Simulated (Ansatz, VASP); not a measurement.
**One calculation of MgS, two programs**

The input INCAR:

```
ALGO = Normal
EDIFF = 1E-7
ENCUT = 520
GGA = PS
ISIF = 2
ISMEAR = -1
LASPH = True
LCHARG = True
LELF = True
LREAL = False
LVHAR = True
LWAVE = False
NBANDS = 16
NELM = 60
PREC = Accurate
SIGMA = 0.05
```

The input KPOINTS:

```
k-points
0
Gamma
  8 8 4
```

Contents of POSCAR:

```
MgS
1.0
    4.0613425392      0.0000000000      0.0000000000
   -2.0306712696      3.5172258124      0.0000000000
    0.0000000000      0.0000000000      6.4748933962
S Mg
2 2
Direct
    0.6666666667      0.3333333333      0.8792441500
    0.3333333333      0.6666666667      0.3792441500
    0.3333333333      0.6666666667      0.9957548500
    0.6666666667      0.3333333333      0.4957548500
```

The input input.yaml:

```yaml
crystal:
  lattice:
    - [4.0613425392, 0.0, 0.0]
    - [-2.0306712696, 3.5172258124, 0.0]
    - [0.0, 0.0, 6.4748933962]
  atoms:
    - { symbol: S, position: [0.6666666667, 0.3333333333, 0.87924415] }
    - { symbol: S, position: [0.3333333333, 0.6666666667, 0.37924415] }
    - { symbol: Mg, position: [0.3333333333, 0.6666666667, 0.99575485] }
    - { symbol: Mg, position: [0.6666666667, 0.3333333333, 0.49575485] }
kpoints:
  mp_grid: { grid: [8, 8, 4] }
scf:
  occupations: { method: fermi_dirac, width: 0.05 }
hamiltonian:
  xc: pbesol
  pseudopotentials: { kind: all_electron, lapw: { basis_error: 0.002 } }
output:
  forces: true
  stress: true
  eigenvalues: true
```

Change from the starting cell: volume scaled by 1.02.

Alike in both runs: task single point; functional PBEsol; k mesh 8 × 8 × 4; occupations fermi-dirac, width 0.05 eV; no spin polarisation.

```csv
,VASP,Ansatz
version,VASP 6.6.1,Ansatz 0.2.0
potentials or method,"VASP PAW PBE potentials, release 64 (S, Mg), cutoff 520 eV","all-electron LAPW, scalar-relativistic"
```

Ansatz gave:

| Property | Result |
| --- | --- |
| gap on the k mesh at the Fermi level (eV) | 3.17 |
| least direct gap on the mesh (eV) | 3.17 |
| pressure (GPa) | -1.4 |
| traceless stress, the component that is largest in VASP (GPa) | -0.17 |
| rms of the force components (eV/Å) | 0.027 |

Task: Estimate VASP's values.

Result: gap on the k mesh at the Fermi level (eV): 3.18; least direct gap on the mesh (eV): 3.18; pressure (GPa): -1.5; traceless stress, the component that is largest in VASP (GPa): -0.16; rms of the force components (eV/Å): 0.027.

VASP's potentials were made for PBE, not for PBEsol. Atom by atom the forces differ by 0.000 eV/Å (rms over components). Ansatz ran all-electron here, and VASP with PAW potentials.
